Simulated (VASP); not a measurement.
# Ti (P6_3/mmc) in VASP: relaxation of cell and atoms with r2SCAN

Aim: the relaxation of cell and atoms of Ti with r2SCAN.

Everything below comes from runs of VASP 6.6.1. Logs are shortened: lines on timing, memory, paths and dates and some standing lists are left out, and cuts for length are marked.

## 1. The cell of the first run

The structure is hexagonal, space group P6_3/mmc (No. 194). Conventional cell: a = 2.950 Å, b = 2.950 Å, c = 4.686 Å, α = 90.00°, β = 90.00°, γ = 120.00°. Within 3.8 Å of Ti (site symmetry -6m2) lie 12 Ti at 2.90 to 2.95 Å.

## 2. Relaxation of cell and atoms, r2SCAN, collinear spin

File POSCAR:

```
Ti
1.0
    2.9499978604      0.0000000000      0.0000000000
   -1.4749989302      2.5547730882      0.0000000000
    0.0000000000      0.0000000000      4.6860000000
Ti
2
Direct
    0.3333333333      0.6666666667      0.2500000000
    0.6666666667      0.3333333333      0.7500000000
```

File INCAR.step1:

```
ALGO     = Normal         # electronic algorithm
EDIFF    = 1E-4           # SCF threshold, eV
ENCUT    = 600            # plane-wave cutoff, eV
GGA      = PE             # functional
ISMEAR   = -1             # smearing method
ISPIN    = 2              # spin polarisation
LASPH    = True           # aspherical terms in the spheres
LCHARG   = False          # write CHGCAR
LMAXMIX  = 4              # l up to which the mixer works
LREAL    = False          # projectors in reciprocal space
LWAVE    = True           # write WAVECAR
MAGMOM   = 1 1            # initial moments
NELM     = 150            # most SCF steps
PREC     = Accurate       # precision mode
SIGMA    = 0.05           # smearing width, eV
```

File INCAR.step2:

```
ALGO     = Normal         # electronic algorithm
EDIFF    = 1E-6           # SCF threshold, eV
EDIFFG   = -0.01          # ionic threshold
ENCUT    = 600            # plane-wave cutoff, eV
IBRION   = 2              # ionic algorithm
ISIF     = 3              # what is computed and relaxed
ISMEAR   = -1             # smearing method
ISPIN    = 2              # spin polarisation
ISTART   = 1            
LASPH    = True           # aspherical terms in the spheres
LCHARG   = False          # write CHGCAR
LMAXMIX  = 4              # l up to which the mixer works
LMIXTAU  = True         
LORBIT   = 11             # projections on sites
LREAL    = False          # projectors in reciprocal space
LWAVE    = False          # write WAVECAR
MAGMOM   = 1 1            # initial moments
METAGGA  = R2SCAN         # meta-GGA
NELM     = 150            # most SCF steps
NSW      = 80             # ionic steps
PREC     = Accurate       # precision mode
SIGMA    = 0.05           # smearing width, eV
```

File KPOINTS:

```
k-points
0
Gamma
  12 12 7
```

Potentials or basis: VASP PAW PBE potentials, release 64 (Ti_sv).

Started as:

```
$ cat potpaw_PBE.64/Ti_sv/POTCAR > POTCAR
$ cp INCAR.step1 INCAR
$ mpirun -np 1 vasp_std > vasp.out
$ cp INCAR.step2 INCAR
$ mpirun -np 1 vasp_std > vasp.out
```

OUTCAR:

```text
EDIFF = 1E-6
   EDIFFG = -0.01
   ENCUT = 600
   IBRION = 2
   ISIF = 3
   ISMEAR = -1
   ISPIN = 2
   ISTART = 1
   LASPH = True
   LORBIT = 11
   LREAL = False
   METAGGA = R2SCAN
   NELM = 150
   NSW = 80
   PREC = Accurate

 ion  position               nearest neighbor table
   1  0.333  0.667  0.250-   2 2.90   2 2.90   2 2.90   2 2.90   2 2.90   2 2.90
   2  0.667  0.333  0.750-   1 2.90   1 2.90   1 2.90   1 2.90   1 2.90   1 2.90

  LATTYP: Found a hexagonal cell.
 ALAT       =     2.9499978604
 C/A-ratio  =     1.5884757284

  Lattice vectors:

 A1 = (   2.9499978604,   0.0000000000,   0.0000000000)
 A2 = (  -1.4749989302,   2.5547730882,   0.0000000000)
 A3 = (   0.0000000000,   0.0000000000,   4.6860000000)

Analysis of symmetry for initial positions (statically):
=====================================================================
 Subroutine PRICEL returns:
 Original cell was already a primitive cell.

 Routine SETGRP: Setting up the symmetry group for a
 hexagonal supercell.

 Subroutine GETGRP returns: Found 24 space group operations
 (whereof 12 operations were pure point group operations)
 out of a pool of 24 trial point group operations.

The static configuration has the point symmetry D_3d.
 The point group associated with its full space group is D_6h.

Analysis of symmetry for dynamics (positions and initial velocities):
=====================================================================
 Subroutine PRICEL returns:
 Original cell was already a primitive cell.

 Routine SETGRP: Setting up the symmetry group for a
 hexagonal supercell.

 Subroutine GETGRP returns: Found 24 space group operations
 (whereof 12 operations were pure point group operations)
 out of a pool of 24 trial point group operations.

The dynamic configuration has the point symmetry D_3d.
 The point group associated with its full space group is D_6h.

Analysis of structural, dynamic, and magnetic symmetry:
=====================================================================
 Subroutine PRICEL returns:
 Original cell was already a primitive cell.

 Routine SETGRP: Setting up the symmetry group for a
 hexagonal supercell.

 Subroutine GETGRP returns: Found 24 space group operations
 (whereof 12 operations were pure point group operations)
 out of a pool of 24 trial point group operations.

The overall configuration has the point symmetry D_3d.
 The point group associated with its full space group is D_6h.
[... 109 lines left out ...]
   PSTRESS=    0.0 pullay stress
   NELECT =      24.0000    total number of electrons
   NUPDOWN=      -1.0000    fix difference up-down
   EMIN   =  10.00;   EMAX   =-10.00  energy-range for DOS
   EFERMI =   0.00;   METHOD = LEGACY
   ISMEAR =    -1;   SIGMA  =   0.05  broadening in eV -4-tet -1-fermi 0-gaus
   EFERMI_NEDOS =   21; number of points for ismear=-14 and -15
   IALGO  =     38    algorithm
   IMIX   =      4    mixing-type and parameters
     AMIX     =   0.40;   BMIX     =  1.00
     AMIX_MAG =   1.60;   BMIX_MAG =  1.00
  volume/ion in A,a.u.               =      17.66       119.16
  Fermi-wavevector in a.u.,A,eV,Ry     =   1.439306  2.719894 28.185854  2.071602
  Thomas-Fermi vector in A             =   2.558176
   LORBIT       =     11    0 simple, 1 ext, 2 COOP (PROOUT), +10 PAW based schemes
   METAGGA = R2SCAN    functional components
   LHFCALC =     F    Hartree Fock is set to
   AEXX    =    0.0000 exact exchange contribution
   IVDW    =     0    specifies the selected vdW correction
   LEPSILON=     F    determine dielectric tensor
   LRPA    =     F    only Hartree local field effects (RPA)
 conjugate gradient relaxation of ions
 spin polarized calculation
  energy-cutoff  :      600.00
  volume of cell :       35.32
 maximum number of plane-waves:      1192
 NGX is ok and might be reduce to    24
   NGX = 11   NGY = 11   NGZ = 19

--------------------------------------- Ionic step        1  -------------------------------------------

 number of electron      23.9999997 magnetization      -0.0000013

 number of electron      23.9999997 magnetization       0.0000014

 Free energy of the ion-electron system (eV)
  ---------------------------------------------------
  ext. energy  EPLUGINS =         0.00000000
  ---------------------------------------------------
  free energy    TOTEN  =       -25.90442953 eV

  energy without entropy =      -25.88978731  energy(sigma->0) =      -25.89710842

------------------------ aborting loop because EDIFF is reached ----------------------------------------

  FORCE on cell =-STRESS in cart. coord.  units (eV):
  Direction    XX          YY          ZZ          XY          YZ          ZX
  --------------------------------------------------------------------------------------
  -------------------------------------------------------------------------------------
  Total       -0.3683903     -0.3683903     -0.5036429     -0.0000000     -0.0000000      0.0000000
  in kB      -16.7125383    -16.7125383    -22.8484625     -0.0000000     -0.0000000      0.0000000
  external PRESSURE =     -18.7578464 kB  Pullay stress =       0.0000000 kB
[... 177 lines left out ...]
 number of electron      23.9999994 magnetization       0.0000006

 number of electron      23.9999994 magnetization      -0.0000000

 Free energy of the ion-electron system (eV)
  ---------------------------------------------------
  ext. energy  EPLUGINS =         0.00000000
  ---------------------------------------------------
  free energy    TOTEN  =       -25.90807515 eV

  energy without entropy =      -25.89349182  energy(sigma->0) =      -25.90078348

 E-fermi :   8.4065     XC(G=0): -12.3977

 val. band max:        8.3962836695   @ k =   0.3333   0.2500   0.2857
 cond. band min:       8.4113042153   @ k =   0.3333   0.1667   0.4286
 fundamental gap:      0.0150205458
 Fermi energy:         8.4065286919

 spin component 1

 k-point     1 :       0.0000    0.0000    0.0000
  band No.  band energies     occupation
      1     -50.8388      1.00000
      2     -50.6937      1.00000
      3     -26.4013      1.00000
      4     -25.7344      1.00000
      5     -25.7343      1.00000
      6     -25.6601      1.00000
[... 459 lines left out ...]
      6     -25.8391      1.00000
[... 9 lines left out ...]
     16      11.1640      0.00000
     17      11.2084      0.00000

 [... further k-points ...]

 spin component 2

 k-point     1 :       0.0000    0.0000    0.0000
  band No.  band energies     occupation
      1     -50.8388      1.00000
      2     -50.6937      1.00000
      3     -26.4013      1.00000
      4     -25.7344      1.00000
      5     -25.7343      1.00000
      6     -25.6601      1.00000
[... 500 lines left out ...]
  FREE ENERGIE OF THE ION-ELECTRON SYSTEM (eV)
  ---------------------------------------------------
  free  energy   TOTEN  =       -25.9080751494 eV

  energy  without entropy=      -25.8934918199  energy(sigma->0) =      -25.90078348

 reached required accuracy - stopping structural energy minimisation

 total charge

# of ion       s       p       d       tot
------------------------------------------
    1        2.248   6.138   1.830  10.216
    2        2.248   6.138   1.830  10.216
--------------------------------------------------
tot          4.495  12.276   3.661  20.432

 magnetization (x)

# of ion       s       p       d       tot
------------------------------------------
    1       -0.000  -0.000   0.000   0.000
    2       -0.000  -0.000   0.000   0.000
--------------------------------------------------
tot         -0.000  -0.000   0.000   0.000
```

OUTCAR.step1:

```text
EDIFF = 1E-4
   ENCUT = 600
   GGA = PE
   ISMEAR = -1
   ISPIN = 2
[... 1208 lines left out ...]
     -0.00000      1.70318      1.17150        -0.000000      0.000000      0.000000
      1.47500      0.85159      3.51450         0.000000     -0.000000      0.000000
 -----------------------------------------------------------------------------------
    total drift:                               -0.000000      0.000000     -0.000000

  FREE ENERGIE OF THE ION-ELECTRON SYSTEM (eV)
  ---------------------------------------------------
  free  energy   TOTEN  =       -15.6760843662 eV

  energy  without entropy=      -15.6580451623  energy(sigma->0) =      -15.66706476
```

OSZICAR.step1:

```text
N       E                     dE             d eps       ncg     rms          rms(c)
DAV:   1     0.265319950633E+03    0.26532E+03   -0.14593E+04  5176   0.192E+03
DAV:   2     0.128561542388E+02   -0.25246E+03   -0.25020E+03  5222   0.497E+02
DAV:   3    -0.161417202748E+02   -0.28998E+02   -0.28716E+02 10014   0.135E+02
DAV:   4    -0.173927005363E+02   -0.12510E+01   -0.12505E+01  5643   0.301E+01
DAV:   5    -0.174604172830E+02   -0.67717E-01   -0.67712E-01  8592   0.479E+00    0.136E+01
DAV:   6    -0.156122818195E+02    0.18481E+01   -0.83197E+00  6104   0.310E+01    0.351E+00
DAV:   7    -0.156482911360E+02   -0.36009E-01   -0.84637E-01  6905   0.764E+00    0.246E+00
DAV:   8    -0.156638028434E+02   -0.15512E-01   -0.45760E-02  6506   0.225E+00    0.148E+00
DAV:   9    -0.156742166332E+02   -0.10414E-01   -0.34532E-02  5645   0.220E+00    0.505E-01
DAV:  10    -0.156760572260E+02   -0.18406E-02   -0.59973E-03  7554   0.627E-01    0.684E-02
DAV:  11    -0.156760843662E+02   -0.27140E-04   -0.48393E-04  5764   0.237E-01
   1 F= -.15676084E+02 E0= -.15667065E+02  d E =-.180392E-01  mag=     0.0039
```

Run time: 27 min. Hardware: 1 thread of Oxide Virtual Turin-like, shared host; peak memory 0.21 GiB.

What came out:

```yaml
Free_energy: -25.9081 eV
Relaxed_volume: 17.36 Å³/atom
Relaxed_cell: a = 2.939 Å, b = 2.939 Å, c = 4.642 Å, α = 90.00°, β = 90.00°, γ = 120.00°
Space_group_after_relaxing_to_0.1_Å: P6_3/mmc (No. 194)
Energy_gained_by_relaxing: 1.8 meV/atom
Ionic_steps: 6
Pressure_after_relaxing: 0.0 GPa
Band_gap_on_the_k_mesh: zero (filled and empty bands overlap)
Net_moment: 0.00 μB per cell
Valence_electrons_inside_the_program's_atomic_spheres: Ti 10.22
```

Step by step:
| step | energy change (eV) | largest force (eV/Å) | pressure (GPa) | volume (Å³) |
| --- | --- | --- | --- | --- |
| 1 | 0.0000 | 0.0000 | -1.88 | 35.32 |
| 2 | -0.0012 | 0.0000 | 1.63 | 34.27 |
| 3 | -0.0035 | 0.0000 | 0.02 | 34.73 |
| 4 | -0.0035 | 0.0000 | 0.07 | 34.72 |
| 5 | -0.0036 | 0.0000 | 0.04 | 34.73 |
| 6 | -0.0036 | 0.0000 | 0.03 | 34.73 |

Final structure:
```
CELL_PARAMETERS angstrom
2.93904 0.00000 0.00000
-1.46952 2.54528 0.00000
0.00000 0.00000 4.64245
ATOMIC_POSITIONS crystal
Ti 0.33333 0.66667 0.25000
Ti 0.66667 0.33333 0.75000
```

Levels at points of the mesh, in eV from the Fermi level:
Spin up:
```
           k point  band 9  band 10  band 11  band 12  band 13  band 14  band 15  band 16
(0.00, 0.00, 0.00)   -6.63    -2.87     0.58     0.86     0.86     0.98     1.39     1.39
(0.50, 0.00, 0.00)   -2.53    -2.29    -1.94    -0.86     0.60     0.70     1.27     3.53
```
Spin down:
| k point | band 10 | band 11 | band 12 | band 13 | band 14 | band 15 |
| --- | --- | --- | --- | --- | --- | --- |
| (0.00, 0.00, 0.00) | -2.87 | 0.58 | 0.86 | 0.86 | 0.98 | 1.39 |
| (0.50, 0.00, 0.00) | -2.29 | -1.94 | -0.86 | 0.60 | 0.70 | 1.27 |

Caveat: the PAW data sets were made with another functional, which shifts forces and pressure a little.
